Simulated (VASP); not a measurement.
Ti: single point with PBE

The system is Ti.

```xyz
1
Lattice="2.6451 0.0000 0.0000 0.0000 2.6451 0.0000 0.0000 0.0000 2.6451" Properties=species:S:1:pos:R:3 pbc="T T T"
Ti    0.0000    0.0000    0.0000
```

- Program: VASP 6.6.1
- Task: single point
- Functional: PBE
- Potentials or basis: VASP PAW PBE potentials, release 64 (Ti_sv)
- Cutoff: 520 eV
- k mesh: 12 × 12 × 12
- Occupations: fermi-dirac, width 0.05 eV
- Spin: collinear spin, ferromagnetic start
- Starting moments: [1.0] μB
- Dipole correction: no
- Further INCAR settings: ALGO = Normal; EDIFF = 1e-06; NBANDS = 16

The pressure is -0.1 GPa. The net moment is 0.38 μB per cell, the site moments are Ti +0.29 μB and the valence electrons inside the program's atomic spheres are Ti 10.36.

Levels at points of the mesh, in eV from the Fermi level:
Spin up:
```tsv
k point	band 2	band 3	band 4	band 5	band 6	band 7	band 8	band 9	band 10	band 11
(0.00, 0.00, 0.00)	-32.50	-32.50	-32.50	-5.81	-1.47	-1.47	3.79	3.79	3.79	15.53
(0.50, 0.00, 0.00)	-33.35	-32.42	-32.42	-2.02	-0.77	-0.32	1.95	1.95	3.95	7.00
(0.50, 0.50, 0.00)	-33.22	-33.22	-32.35	-2.72	-0.32	2.36	2.36	4.79	5.01	5.01
(0.50, 0.50, 0.50)	-33.11	-33.11	-33.11	-1.24	-1.24	-1.24	4.89	4.89	8.97	11.13
```
Spin down:
| k point | band 4 | band 5 | band 6 | band 7 | band 8 | band 9 |
| --- | --- | --- | --- | --- | --- | --- |
| (0.00, 0.00, 0.00) | -32.25 | -5.59 | -1.07 | -1.07 | 3.97 | 3.97 |
| (0.50, 0.00, 0.00) | -32.17 | -1.70 | -0.36 | -0.15 | 2.14 | 2.14 |
| (0.50, 0.50, 0.00) | -32.10 | -2.55 | 0.08 | 2.55 | 2.55 | 5.15 |
| (0.50, 0.50, 0.50) | -32.85 | -1.04 | -1.04 | -1.04 | 5.25 | 5.25 |

Wall time 62 s on 1 thread of AMD EPYC 7R43 64-Core Processor (Zen 3), on a shared host, peak memory 0.11 GiB.
